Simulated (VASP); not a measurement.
C6F: single point with PBE

C6F, a wire with vacuum:

```
C F
1.0
     4.93269    0.00000    0.00000
    -1.23317    8.78588    0.00000
     0.00000    0.00000   22.79071
C F
12 2
Cartesian
  0.0000 0.6923 4.0000
  2.4663 0.6923 4.0000
  1.2332 0.8654 4.6906
  3.6995 0.8654 4.6906
  1.2332 1.2116 6.0718
  3.6995 1.2116 6.0718
  0.0000 1.3811 6.7447
  2.4663 1.3811 6.7447
  0.0000 1.7459 8.1881
  2.4663 1.7459 8.1881
  1.2332 1.9005 8.7907
  3.6995 1.9005 8.7907
  1.3416 1.1281 11.7907
  1.1247 2.6729 11.7907
```

```json
{
  "Program": "VASP 6.6.1",
  "Task": "single point",
  "Functional": "PBE",
  "Potentials or basis": "VASP PAW PBE potentials, release 64 (C, F)",
  "Cutoff": "520 eV",
  "k mesh": "6 × 3 × 1",
  "Occupations": "gaussian, width 0.1 eV",
  "Spin": "no spin polarisation"
}
```

- Largest force: 3.236 eV/Å
- Band gap on the k mesh: 0.09 eV

Forces in eV/Å, atoms in the order of the input:
```
C   -0.015  0.401  1.625
C    0.015  0.400  1.625
C    0.000 -0.786 -3.139
C    0.000 -0.779 -3.117
C   -0.001  0.368  1.449
C    0.000  0.377  1.471
C    0.027  0.008  0.048
C   -0.026  0.010  0.047
C   -0.013  0.063  0.314
C    0.013  0.063  0.312
C    0.000 -0.076 -0.431
C    0.000 -0.039 -0.181
F   -0.188  1.367 -0.006
F    0.189 -1.376 -0.018
```

Levels at points of the mesh, in eV from the valence-band top:
| k point | band 28 | band 29 | band 30 | band 31 | band 32 | band 33 | band 34 | band 35 |
| --- | --- | --- | --- | --- | --- | --- | --- | --- |
| (0.00, 0.00, 0.00) | -1.95 | -0.43 | -0.25 | -0.24 | 0.13 | 0.60 | 0.74 | 1.04 |
| (0.50, 0.00, 0.00) | -1.55 | -1.55 | -0.01 | 0.00 | 0.10 | 0.11 | 0.14 | 3.06 |

Run time: 31 min on 1 thread of Intel Xeon 8259CL, with other jobs on the host, peak memory 1.1 GiB.
